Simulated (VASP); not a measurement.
# KGeIr in VASP: further runs

The runs below take KGeIr through single point, with PBE.

Everything below comes from runs of VASP 6.6.1. Logs are shortened: lines on timing, memory, paths and dates and some standing lists are left out, and cuts for length are marked.

**1. The cell of the first run**

The cell holds a sheet with vacuum, 3 atoms: a = 4.721 Å, b = 4.721 Å, c = 28.857 Å, α = 90.00°, β = 90.00°, γ = 90.00°.

**2. Single point, PBE**

File INCAR:

```
PREC = Accurate
ENCUT = 520
EDIFF = 1E-6
ISMEAR = 0
SIGMA = 0.01
LREAL = False
LASPH = True
NELM = 100
ALGO = Normal
ISIF = 2
LWAVE = False
LCHARG = False
LDIPOL = True
IDIPOL = 3
DIPOL = 0.5 0.5 0.296
GGA = PE
NBANDS = 23
```

File KPOINTS:

```
regular mesh
0
Gamma
  8 8 1
```

File POSCAR:

```
KGeIr
1.0
    4.7206650867      0.0000000000      0.0000000000
    0.0000000000      4.7206650867      0.0000000000
    0.0000000000      0.0000000000     28.8569356000
K Ge Ir
1 1 1
Direct
    0.0000000000      0.0000000000      0.2760497971
    0.5000000000      0.5000000000      0.3437457618
    0.5000000000      0.5000000000      0.2682405193
```

Potentials or basis: VASP PAW PBE potentials, release 64 (K_sv, Ge_d, Ir).

Run with:

```sh
> cat potpaw_PBE.64/K_sv/POTCAR potpaw_PBE.64/Ge_d/POTCAR potpaw_PBE.64/Ir/POTCAR > POTCAR
> mpirun -np 1 vasp_std > vasp.out
```

OUTCAR:

```text
PREC = Accurate
   ENCUT = 520
   EDIFF = 1E-6
   ISMEAR = 0
   LREAL = False
   LASPH = True
   NELM = 100
   ISIF = 2
   GGA = PE

 ion  position               nearest neighbor table
   1  0.000  0.000  0.276-   3 3.35   3 3.35   3 3.35   3 3.35
   2  0.500  0.500  0.344-   3 2.18
   3  0.500  0.500  0.268-   2 2.18   1 3.35   1 3.35   1 3.35   1 3.35

  LATTYP: Found a simple tetragonal cell.
 ALAT       =     4.7206650867
 C/A-ratio  =     6.1128961852

  Lattice vectors:

 A1 = (   4.7206650867,   0.0000000000,   0.0000000000)
 A2 = (   0.0000000000,   4.7206650867,   0.0000000000)
 A3 = (   0.0000000000,   0.0000000000,  28.8569356000)

Analysis of symmetry for initial positions (statically):
=====================================================================
 Subroutine PRICEL returns:
 Original cell was already a primitive cell.

 Routine SETGRP: Setting up the symmetry group for a
 simple tetragonal supercell.

 Subroutine GETGRP returns: Found  8 space group operations
 (whereof  8 operations were pure point group operations)
 out of a pool of 16 trial point group operations.

The static configuration has the point symmetry C_4v.

Analysis of symmetry for dynamics (positions and initial velocities):
=====================================================================
 Subroutine PRICEL returns:
 Original cell was already a primitive cell.

 Routine SETGRP: Setting up the symmetry group for a
 simple tetragonal supercell.

 Subroutine GETGRP returns: Found  8 space group operations
 (whereof  8 operations were pure point group operations)
 out of a pool of 16 trial point group operations.

The dynamic configuration has the point symmetry C_4v.

 Subroutine INISYM returns: Found  8 space group operations
 (whereof  8 operations are pure point group operations),
 and found     1 'primitive' translations

----------------------------------------------------------------------------------------

                                     Primitive cell

  volume of cell :     643.0675

  direct lattice vectors                    reciprocal lattice vectors
     4.720665087  0.000000000  0.000000000     0.211834558  0.000000000  0.000000000
     0.000000000  4.720665087  0.000000000     0.000000000  0.211834558  0.000000000
     0.000000000  0.000000000 28.856935600     0.000000000  0.000000000  0.034653714

  length of vectors
     4.720665087  4.720665087 28.856935600     0.211834558  0.211834558  0.034653714

  position of ions in fractional coordinates (direct lattice)
     0.000000000  0.000000000  0.276049797
     0.500000000  0.500000000  0.343745762
     0.500000000  0.500000000  0.268240519

  ion indices of the primitive-cell ions
   primitive index   ion index
                 1           1
                 2           2
                 3           3

----------------------------------------------------------------------------------------

 KPOINTS: regular mesh

Automatic generation of k-mesh.
 Grid dimensions read from file:
 generate k-points for:    8    8    1

 Generating k-lattice:

  Cartesian coordinates                     Fractional coordinates (reciprocal lattice)
     0.026479320  0.000000000  0.000000000     0.125000000  0.000000000  0.000000000
     0.000000000  0.026479320  0.000000000     0.000000000  0.125000000  0.000000000
     0.000000000  0.000000000  0.034653714     0.000000000  0.000000000  1.000000000

  Length of vectors
     0.026479320  0.026479320  0.034653714

  Shift w.r.t. Gamma in fractional coordinates (k-lattice)
     0.000000000  0.000000000  0.000000000

 Subroutine IBZKPT returns following result:
 ===========================================

 Found     15 irreducible k-points:

 Following reciprocal coordinates:
            Coordinates               Weight
  0.000000  0.000000  0.000000      1.000000
  0.125000  0.000000  0.000000      4.000000
  0.250000  0.000000  0.000000      4.000000
  0.375000  0.000000  0.000000      4.000000
  0.500000  0.000000  0.000000      2.000000
  0.125000  0.125000  0.000000      4.000000
  0.250000  0.125000  0.000000      8.000000
  0.375000  0.125000  0.000000      8.000000
  0.500000  0.125000  0.000000      4.000000
  0.250000  0.250000  0.000000      4.000000
  0.375000  0.250000  0.000000      8.000000
  0.500000  0.250000  0.000000      4.000000
  0.375000  0.375000  0.000000      4.000000
  0.500000  0.375000  0.000000      4.000000
  0.500000  0.500000  0.000000      1.000000
   k-points           NKPTS =     15   k-points in BZ     NKDIM =     15   number of bands    NBANDS=     23
   number of dos      NEDOS =    301   number of ions     NIONS =      3
   total plane-waves  NPLWV = 279936
   dimension x,y,z NGX =    36 NGY =   36 NGZ =  216
   dimension x,y,z NGXF=    72 NGYF=   72 NGZF=  432
   ions per type =               1   1   1
   NGX,Y,Z   is equivalent  to a cutoff of  12.68, 12.68, 12.44 a.u.
   NGXF,Y,Z  is equivalent  to a cutoff of  25.36, 25.36, 24.89 a.u.
 SYSTEM =  unknown system
   PREC   = accura    normal or accurate (medium, high low for compatibility)
   ISTART =      0    job   : 0-new  1-cont  2-samecut
   ICHARG =      2    charge: 1-file 2-atom 10-const
   ISPIN  =      1    spin polarized calculation?
   LNONCOLLINEAR =      F non collinear calculations
   LSORBIT =      F    spin-orbit coupling
   LASPH  =      T    aspherical Exc in radial PAW
   ENCUT  =  520.0 eV  38.22 Ry    6.18 a.u.   8.78  8.78 53.65*2*pi/ulx,y,z
   NELM   =    100;   NELMIN=  2; NELMDL= -5     # of ELM steps
   EDIFF  = 0.1E-05   stopping-criterion for ELM
   LREAL  =      F    real-space projection
   EDIFFG = 0.1E-04   stopping-criterion for IOM
   NSW    =      0    number of steps for IOM
   IBRION =     -1    ionic relax: 0-MD 1-quasi-New 2-CG
   NFREE  =      0    steps in history (QN), initial steepest desc. (CG)
   ISIF   =      2    stress and relaxation
   ISYM   =      2    0-nonsym 1-usesym 2-fastsym
   POTIM  = 0.5000    time-step for ionic-motion
   TEBEG  =    0.0;   TEEND  =   0.0 temperature during run
   PSTRESS=    0.0 pullay stress
   NELECT =      32.0000    total number of electrons
   NUPDOWN=      -1.0000    fix difference up-down
   EMIN   =  10.00;   EMAX   =-10.00  energy-range for DOS
   EFERMI =   0.00;   METHOD = LEGACY
   ISMEAR =     0;   SIGMA  =   0.01  broadening in eV -4-tet -1-fermi 0-gaus
   EFERMI_NEDOS =   21; number of points for ismear=-14 and -15
   IALGO  =     38    algorithm
   IMIX   =      4    mixing-type and parameters
     AMIX     =   0.40;   BMIX     =  1.00
     AMIX_MAG =   1.60;   BMIX_MAG =  1.00
  volume/ion in A,a.u.               =     214.36      1446.54
  Fermi-wavevector in a.u.,A,eV,Ry     =   0.602152  1.137902  4.933292  0.362587
  Thomas-Fermi vector in A             =   1.654653
   LORBIT       =      0    0 simple, 1 ext, 2 COOP (PROOUT), +10 PAW based schemes
   GGA     = PE    functional components
   LHFCALC =     F    Hartree Fock is set to
   AEXX    =    0.0000 exact exchange contribution
   IVDW    =     0    specifies the selected vdW correction
   LEPSILON=     F    determine dielectric tensor
   LRPA    =     F    only Hartree local field effects (RPA)
 non-spin polarized calculation
 Gauss-broadening in eV      SIGMA  =   0.01
  energy-cutoff  :      520.00
  volume of cell :      643.07
 maximum number of plane-waves:     17371
 NGX is ok and might be reduce to    36
   NGX = 17   NGY = 17   NGZ =107

 dipolmoment           0.000000      0.000000     -0.008812 electrons x Angstroem

 number of electron      32.0000016 magnetization

 dipolmoment           0.000000      0.000000      0.045537 electrons x Angstroem

 Free energy of the ion-electron system (eV)
  ---------------------------------------------------
  ext. energy  EPLUGINS =         0.00000000
  ---------------------------------------------------
  free energy    TOTEN  =       -11.11981517 eV

  energy without entropy =      -11.11981517  energy(sigma->0) =      -11.11981517

 E-fermi :  -2.8381     XC(G=0):  -1.7288

 val. band max:       -2.8775138463   @ k =   0.5000   0.5000   0.0000
 cond. band min:      -2.7976405803   @ k =   0.5000   0.0000   0.0000
 fundamental gap:      0.0798732660
 Fermi energy:        -2.8381429769

 k-point     1 :       0.0000    0.0000    0.0000
  band No.  band energies     occupation
      1     -32.7391      2.00000
      2     -27.3905      2.00000
      3     -27.3895      2.00000
      4     -27.2681      2.00000
      5     -27.2623      2.00000
      6     -27.2623      2.00000
[... 15 lines left out ...]
     22       0.9853      0.00000
     23       1.2531      0.00000

 k-point     2 :       0.1250    0.0000    0.0000
  band No.  band energies     occupation
      1     -32.7388      2.00000
      2     -27.3905      2.00000
      3     -27.3894      2.00000
      4     -27.2681      2.00000
      5     -27.2623      2.00000
      6     -27.2622      2.00000
[... 15 lines left out ...]
     22       1.1056      0.00000
     23       1.3622      0.00000

 k-point     3 :       0.2500    0.0000    0.0000
  band No.  band energies     occupation
      1     -32.7382      2.00000
      2     -27.3905      2.00000
      3     -27.3893      2.00000
      4     -27.2680      2.00000
      5     -27.2623      2.00000
      6     -27.2622      2.00000
[... 15 lines left out ...]
     22       1.2522      0.00000
     23       1.3762      0.00000
[... 261 lines left out ...]
 k-point    14 :       0.5000    0.3750    0.0000
  band No.  band energies     occupation
      1     -32.7365      2.00000
      2     -27.3907      2.00000
      3     -27.3887      2.00000
      4     -27.2679      2.00000
      5     -27.2624      2.00000
      6     -27.2624      2.00000
[... 15 lines left out ...]
     22       1.4369      0.00000
     23       2.5262      0.00000

 k-point    15 :       0.5000    0.5000    0.0000
  band No.  band energies     occupation
      1     -32.7364      2.00000
      2     -27.3907      2.00000
      3     -27.3886      2.00000
      4     -27.2678      2.00000
      5     -27.2624      2.00000
      6     -27.2624      2.00000
[... 15 lines left out ...]
     22       1.2420      0.00000
     23       2.5624      0.00000

------------------------ aborting loop because EDIFF is reached ----------------------------------------

 vacuum level on the upper side and lower side of the slab       (xc-potential included)         0.176        -0.187

  FORCE on cell =-STRESS in cart. coord.  units (eV):
  Direction    XX          YY          ZZ          XY          YZ          ZX
  --------------------------------------------------------------------------------------
  -------------------------------------------------------------------------------------
  Total       -0.0114874     -0.0114874      0.1989805      0.0000000     -0.0000000      0.0000000
  in kB       -0.0286204     -0.0286204      0.4957521      0.0000000     -0.0000000      0.0000000
  external PRESSURE =       0.1461704 kB  Pullay stress =       0.0000000 kB

 VOLUME and BASIS-vectors are now :
 -----------------------------------------------------------------------------
  energy-cutoff  :      520.00
  volume of cell :      643.07
      direct lattice vectors                 reciprocal lattice vectors
     4.720665087  0.000000000  0.000000000     0.211834558  0.000000000  0.000000000
     0.000000000  4.720665087  0.000000000     0.000000000  0.211834558  0.000000000
     0.000000000  0.000000000 28.856935600     0.000000000  0.000000000  0.034653714

 POSITION                                       TOTAL-FORCE (eV/Angst)
 -----------------------------------------------------------------------------------
      0.00000      0.00000      7.96595         0.000000      0.000000     -0.001773
      2.36033      2.36033      9.91945         0.000000     -0.000000      0.099129
      2.36033      2.36033      7.74060         0.000000      0.000000     -0.097357
 -----------------------------------------------------------------------------------
    total drift:                                0.000000      0.000000      0.000220

  FREE ENERGIE OF THE ION-ELECTRON SYSTEM (eV)
  ---------------------------------------------------
  free  energy   TOTEN  =       -11.1198151736 eV

  energy  without entropy=      -11.1198151736  energy(sigma->0) =      -11.11981517

 vacuum level on the upper side and lower side of the slab         0.972         0.602
```

Run time: 5.1 min. Hardware: 1 thread of Intel Xeon Platinum 8259CL at 2.50GHz (Skylake/Cascade Lake), shared host; peak memory 0.75 GiB.

Results:

| Quantity | Value |
| --- | --- |
| Free energy | -11.1198 eV |
| Largest force | 0.099 eV/Å |
| Band gap on the k mesh | 0.08 eV, indirect (least direct gap 0.16 eV) |

Forces on the atoms (eV/Å):
```
K    0.000  0.000 -0.002
Ge   0.000  0.000  0.099
Ir   0.000  0.000 -0.097
```

Levels at points of the mesh, in eV from the valence-band top:
| k point | band 12 | band 13 | band 14 | band 15 | band 16 | band 17 | band 18 | band 19 | band 20 | band 21 |
| --- | --- | --- | --- | --- | --- | --- | --- | --- | --- | --- |
| (0.00, 0.00, 0.00) | -1.75 | -1.71 | -1.71 | -0.69 | -0.39 | 1.28 | 1.70 | 1.70 | 3.29 | 3.54 |
| (0.50, 0.00, 0.00) | -2.10 | -1.67 | -0.95 | -0.23 | -0.08 | 0.08 | 1.79 | 1.86 | 2.51 | 4.59 |
| (0.50, 0.50, 0.00) | -2.08 | -1.98 | -0.58 | -0.55 | 0.00 | 0.57 | 0.57 | 2.56 | 3.51 | 3.51 |

Caveat: spin-orbit coupling is left out, which moves the levels of the heavy elements.

**3. Single point, PBE**

This run uses another cell than the first one, of 215.92 Å³/atom, 1.007 times its volume.

File INCAR:

```
PREC = Accurate ; ENCUT = 520
EDIFF = 1E-6 ; ISMEAR = 0
SIGMA = 0.01 ; LREAL = False
LASPH = True ; NELM = 80
ALGO = Normal ; ISIF = 2
LWAVE = False ; LCHARG = True
LDIPOL = True ; IDIPOL = 3
DIPOL = 0.5 0.5 0.296 ; GGA = PE
LELF = True ; LVHAR = True
LVACPOTAV = True ; NBANDS = 23
```

File KPOINTS:

```
Automatic mesh
0
Gamma
  8 8 1
```

File POSCAR:

```
KGeIr
1.0
    4.7378676637      0.0000000000      0.0000000000
    0.0000000000      4.7378676637      0.0000000000
    0.0000000000      0.0000000000     28.8569356000
K Ge Ir
1 1 1
Direct
    0.0000000000      0.0000000000      0.2760250397
    0.5000000000      0.5000000000      0.3437539469
    0.5000000000      0.5000000000      0.2682570916
```

Potentials or basis: VASP PAW PBE potentials, release 64 (K_sv, Ge_d, Ir).

Run with:

```sh
> cat potpaw_PBE.64/K_sv/POTCAR potpaw_PBE.64/Ge_d/POTCAR potpaw_PBE.64/Ir/POTCAR > POTCAR
> mpirun -np 1 vasp_std > vasp.out
```

Run time: 5.2 min. Hardware: 1 thread of Intel Xeon Platinum 8259CL at 2.50GHz (Skylake/Cascade Lake), shared host; peak memory 0.75 GiB.

The run converged. Its results:

| Property | Result |
| --- | --- |
| Free energy | -11.1196 eV |
| Largest force | 0.098 eV/Å |
| Band gap on the k mesh | 0.09 eV, indirect (least direct gap 0.17 eV) |

Forces in eV/Å, atoms in the order of the input:
```
K    0.000  0.000  0.000
Ge   0.000  0.000  0.098
Ir   0.000  0.000 -0.098
```

Levels at points of the mesh, in eV from the valence-band top:
| k point | band 12 | band 13 | band 14 | band 15 | band 16 | band 17 | band 18 | band 19 | band 20 | band 21 |
| --- | --- | --- | --- | --- | --- | --- | --- | --- | --- | --- |
| (0.00, 0.00, 0.00) | -1.74 | -1.71 | -1.71 | -0.68 | -0.38 | 1.29 | 1.69 | 1.69 | 3.28 | 3.54 |
| (0.50, 0.00, 0.00) | -2.10 | -1.67 | -0.95 | -0.22 | -0.08 | 0.09 | 1.78 | 1.86 | 2.51 | 4.57 |
| (0.50, 0.50, 0.00) | -2.07 | -1.98 | -0.58 | -0.54 | 0.00 | 0.58 | 0.58 | 2.55 | 3.50 | 3.50 |

Caveat: spin-orbit coupling is left out, which moves the levels of the heavy elements.
